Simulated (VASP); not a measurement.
# Pt (R-3m) in VASP: a series of runs

The runs below take Pt through single point, with LDA.

All numbers are computed with VASP 6.6.1; they aren't measurements. Logs are shortened: lines on timing, memory, paths and dates and some standing lists are left out, and cuts for length are marked.

### 1 The cell of the first run

It takes space group R-3m (No. 166, trigonal). Conventional cell: a = 3.682 Å, b = 3.682 Å, c = 3.353 Å, α = 90.00°, β = 90.00°, γ = 120.00°. Within 3.2 Å of Pt (site symmetry -3m) lie 12 Pt at 2.40 to 3.08 Å.

### 2 Single point, LDA

INCAR

```
SYSTEM = Pt
  PREC = Accurate
  ENCUT = 520
  EDIFF = 1E-6
  ISMEAR = 0
  SIGMA = 0.15
  LREAL = .False.
  LASPH = .True.
  NELM = 60
  ALGO = Fast
  ISIF = 2
  LWAVE = .False.
  LCHARG = .True.
  GGA = CA
  LELF = .True.
  LVHAR = .True.
  NBANDS = 11
```

KPOINTS

```
Automatic mesh
0
Gamma
  22 22 22
  0 0 0
```

POSCAR

```
Pt
1.0
   -1.0904990465      1.5131596400      1.5131596400
    1.5131596400     -1.0904990465      1.5131596400
    1.5131596400      1.5131596400     -1.0904990465
Pt
1
Direct
    0.0000000000      0.0000000000      0.0000000000
```

Potentials or basis: VASP PAW LDA potentials, release 64 (Pt).

The run is started by

```console
$ cat potpaw_LDA.64/Pt/POTCAR > POTCAR
$ mpirun -np 1 vasp_std > vasp.out
```

OUTCAR:

```text
SYSTEM = Pt
   PREC = Accurate
   ENCUT = 520
   EDIFF = 1E-6
   ISMEAR = 0
   LREAL = .False.
   LASPH = .True.
   NELM = 60
   ISIF = 2
   GGA = CA

 ion  position               nearest neighbor table
   1  0.000  0.000  0.000-

  LATTYP: Found a trigonal (rhomboedric) cell.
 ALAT       =     2.4017685906
 COS(alpha) =    -0.1751837620

  Lattice vectors:

 A1 = (  -1.0904990465,   1.5131596400,   1.5131596400)
 A2 = (   1.5131596400,  -1.0904990465,   1.5131596400)
 A3 = (   1.5131596400,   1.5131596400,  -1.0904990465)

Analysis of symmetry for initial positions (statically):
=====================================================================
 Subroutine PRICEL returns:
 Original cell was already a primitive cell.

 Routine SETGRP: Setting up the symmetry group for a
 trigonal (rhombohedral) supercell.

 Subroutine GETGRP returns: Found 12 space group operations
 (whereof 12 operations were pure point group operations)
 out of a pool of 12 trial point group operations.

The static configuration has the point symmetry D_3d.

Analysis of symmetry for dynamics (positions and initial velocities):
=====================================================================
 Subroutine PRICEL returns:
 Original cell was already a primitive cell.

 Routine SETGRP: Setting up the symmetry group for a
 trigonal (rhombohedral) supercell.

 Subroutine GETGRP returns: Found 12 space group operations
 (whereof 12 operations were pure point group operations)
 out of a pool of 12 trial point group operations.

The dynamic configuration has the point symmetry D_3d.

 Subroutine INISYM returns: Found 12 space group operations
 (whereof 12 operations are pure point group operations),
 and found     1 'primitive' translations

----------------------------------------------------------------------------------------

                                     Primitive cell

  volume of cell :      13.1230

  direct lattice vectors                    reciprocal lattice vectors
    -1.090499046  1.513159640  1.513159640    -0.083857649  0.300217270  0.300217270
     1.513159640 -1.090499046  1.513159640     0.300217270 -0.083857649  0.300217270
     1.513159640  1.513159640 -1.090499046     0.300217270  0.300217270 -0.083857649

  length of vectors
     2.401768591  2.401768591  2.401768591     0.432773525  0.432773525  0.432773525

  position of ions in fractional coordinates (direct lattice)
     0.000000000  0.000000000  0.000000000

  ion indices of the primitive-cell ions
   primitive index   ion index
[... 77 lines left out ...]
   IBRION =     -1    ionic relax: 0-MD 1-quasi-New 2-CG
   NFREE  =      0    steps in history (QN), initial steepest desc. (CG)
   ISIF   =      2    stress and relaxation
   ISYM   =      2    0-nonsym 1-usesym 2-fastsym
   POTIM  = 0.5000    time-step for ionic-motion
   TEBEG  =    0.0;   TEEND  =   0.0 temperature during run
   PSTRESS=    0.0 pullay stress
   NELECT =      10.0000    total number of electrons
   NUPDOWN=      -1.0000    fix difference up-down
   EMIN   =  10.00;   EMAX   =-10.00  energy-range for DOS
   EFERMI =   0.00;   METHOD = LEGACY
   ISMEAR =     0;   SIGMA  =   0.15  broadening in eV -4-tet -1-fermi 0-gaus
   EFERMI_NEDOS =   21; number of points for ismear=-14 and -15
   IALGO  =     68    algorithm
   IMIX   =      4    mixing-type and parameters
     AMIX     =   0.40;   BMIX     =  1.00
     AMIX_MAG =   1.60;   BMIX_MAG =  1.00
  volume/ion in A,a.u.               =      13.12        88.56
  Fermi-wavevector in a.u.,A,eV,Ry     =   1.495307  2.825721 30.421864  2.235944
  Thomas-Fermi vector in A             =   2.607469
   LORBIT       =      0    0 simple, 1 ext, 2 COOP (PROOUT), +10 PAW based schemes
   GGA     = CA    functional components
   LHFCALC =     F    Hartree Fock is set to
   AEXX    =    0.0000 exact exchange contribution
   IVDW    =     0    specifies the selected vdW correction
   LEPSILON=     F    determine dielectric tensor
   LRPA    =     F    only Hartree local field effects (RPA)
 non-spin polarized calculation
 RMM-DIIS sequential band-by-band and
 Gauss-broadening in eV      SIGMA  =   0.15
  energy-cutoff  :      520.00
  volume of cell :       13.12
 maximum number of plane-waves:       365
 NGX is ok and might be reduce to    18

 number of electron      10.0000000 magnetization

 number of electron       9.9999998 magnetization

 Free energy of the ion-electron system (eV)
  ---------------------------------------------------
  ext. energy  EPLUGINS =         0.00000000
  ---------------------------------------------------
  free energy    TOTEN  =        -6.12640783 eV

  energy without entropy =       -6.11283867  energy(sigma->0) =       -6.11962325

 E-fermi :  13.8268     XC(G=0): -14.4003

 val. band max:       13.8242467827   @ k =  -0.1818   0.0909   0.0909
 cond. band min:      13.8269893102   @ k =  -0.3636   0.3636   0.2727
 fundamental gap:      0.0027425275
 Fermi energy:        13.8268420740

 k-point     1 :       0.0000    0.0000    0.0000
  band No.  band energies     occupation
      1       2.2918      2.00000
      2       6.1246      2.00000
      3       6.1246      2.00000
      4      13.2585      2.00000
      5      14.0949      0.01148
      6      14.0949      0.01148
      7      29.3664      0.00000
      8      29.3664      0.00000
      9      35.8837      0.00000
     10      36.7865      0.00000
     11      41.7186      0.00000
[... 309 lines left out ...]
 k-point    24 :      -0.4545    0.0455    0.0000
  band No.  band energies     occupation
      1       5.3209      2.00000
      2       6.3869      2.00000
      3      10.7695      2.00000
      4      12.2932      2.00000
      5      13.3086      2.00000
      6      14.2451      0.00008
      7      21.2923      0.00000
      8      29.9050      0.00000
      9      34.2813      0.00000
     10      36.4038      0.00000
     11      42.8654      0.00000

 [... further k-points ...]
[... 5 lines left out ...]
  --------------------------------------------------------------------------------------
  -------------------------------------------------------------------------------------
  Total        8.1631864      8.1631864      8.1631864     -0.9908796     -0.9908796     -0.9908796
  in kB      996.6373704    996.6373704    996.6373704   -120.9757600   -120.9757600   -120.9757600
  external PRESSURE =     996.6373704 kB  Pullay stress =       0.0000000 kB

 VOLUME and BASIS-vectors are now :
 -----------------------------------------------------------------------------
  energy-cutoff  :      520.00
  volume of cell :       13.12
      direct lattice vectors                 reciprocal lattice vectors
    -1.090499046  1.513159640  1.513159640    -0.083857649  0.300217270  0.300217270
     1.513159640 -1.090499046  1.513159640     0.300217270 -0.083857649  0.300217270
     1.513159640  1.513159640 -1.090499046     0.300217270  0.300217270 -0.083857649

 POSITION                                       TOTAL-FORCE (eV/Angst)
 -----------------------------------------------------------------------------------
      0.00000      0.00000      0.00000         0.000000      0.000000      0.000000
 -----------------------------------------------------------------------------------
    total drift:                                0.000000     -0.000000     -0.000000

  FREE ENERGIE OF THE ION-ELECTRON SYSTEM (eV)
  ---------------------------------------------------
  free  energy   TOTEN  =        -6.1264078272 eV

  energy  without entropy=       -6.1128386748  energy(sigma->0) =       -6.11962325
```

stdout:

```text
POSCAR found type information on POSCAR Pt
 POSCAR found :  1 types and       1 ions
 scaLAPACK will be used
 LDA part: xc-table for (Slater(with rela. corr.)+CA(PZ))
 , standard interpolation
 POSCAR, INCAR and KPOINTS ok, starting setup
 FFT: planning ... GRIDC
 FFT: planning ... GRID_SOFT
 FFT: planning ... GRID
 WAVECAR not read
 entering main loop
```

Run time: 63 s. Hardware: 1 thread of Intel Xeon Platinum 8488C (Sapphire Rapids), shared host; peak memory 0.25 GiB.

What came out:

```yaml
Free_energy: -6.1264 eV
Pressure: 99.7 GPa
Band_gap_on_the_k_mesh: zero (band 5 reaches 16.91 eV, above the bottom of band 6 at 12.67 eV)
```

Levels at points of the mesh, in eV from the Fermi level:
| k point | band 3 | band 4 | band 5 | band 6 | band 7 | band 8 |
| --- | --- | --- | --- | --- | --- | --- |
| (0.00, 0.00, 0.00) | -7.70 | -0.57 | 0.27 | 0.27 | 15.54 | 15.54 |
| (0.50, 0.00, 0.00) | -1.69 | -1.59 | -1.46 | 0.47 | 7.22 | 15.78 |
| (0.50, 0.50, 0.00) | -2.09 | -1.26 | 2.38 | 3.08 | 8.08 | 12.00 |
| (0.50, 0.50, 0.50) | -4.65 | 3.08 | 3.08 | 7.99 | 10.08 | 10.08 |

Caveat: spin-orbit coupling is left out, which moves the levels of the heavy elements.

### 3 Single point, LDA

This run uses another cell than the first one, of the same volume but with other edges.

INCAR

```
PREC = Accurate
ENCUT = 520
EDIFF = 1E-7
ISMEAR = 0
SIGMA = 0.15
LREAL = False
LASPH = True
NELM = 80
ALGO = Fast
ISIF = 2
LWAVE = False
LCHARG = True
GGA = CA
LELF = True
LVHAR = True
NBANDS = 11
```

KPOINTS

```
Automatic mesh
0
Gamma
  22 22 22
```

POSCAR

```
Pt
1.0
   -2.0828189285      1.5410504555      1.5410504555
    1.5410504555     -2.0828189285      1.5410504555
    1.5410504555      1.5410504555     -2.0828189285
Pt
1
Direct
    0.0000000000      0.0000000000      0.0000000000
```

Potentials or basis: VASP PAW LDA potentials, release 64 (Pt).

The run is started by

```console
$ cat potpaw_LDA.64/Pt/POTCAR > POTCAR
$ mpirun -np 1 vasp_std > vasp.out
```

Wall time 2.1 min (1 thread of Intel Xeon Platinum 8488C (Sapphire Rapids), shared host); peak memory 0.27 GiB.

It converged, with:

| Quantity | Value |
| --- | --- |
| Free energy | 3.4255 eV |
| Pressure | 296.5 GPa |
| Band gap on the k mesh | zero (band 5 reaches 19.51 eV, above the bottom of band 6 at 10.31 eV) |

Stress tensor (GPa, compression positive):
```
296.54 262.44 262.44
262.44 296.54 262.44
262.44 262.44 296.54
```

Levels at points of the mesh, in eV from the Fermi level:
```tsv
k point	band 1	band 2	band 3	band 4	band 5	band 6	band 7	band 8	band 9	band 10
(0.00, 0.00, 0.00)	-16.09	-11.89	-7.82	-7.82	4.27	4.27	9.45	14.44	14.44	21.62
(0.50, 0.00, 0.00)	-14.42	-13.78	-2.86	-2.38	-0.30	4.52	11.86	17.28	17.87	22.94
(0.50, 0.50, 0.00)	-16.02	-10.19	-4.84	-3.83	-0.61	4.32	4.47	7.33	17.78	21.41
(0.50, 0.50, 0.50)	-14.54	-14.54	-1.92	-1.92	2.04	9.13	9.13	13.12	17.69	17.69
```

Caveat: spin-orbit coupling is left out, which moves the levels of the heavy elements.
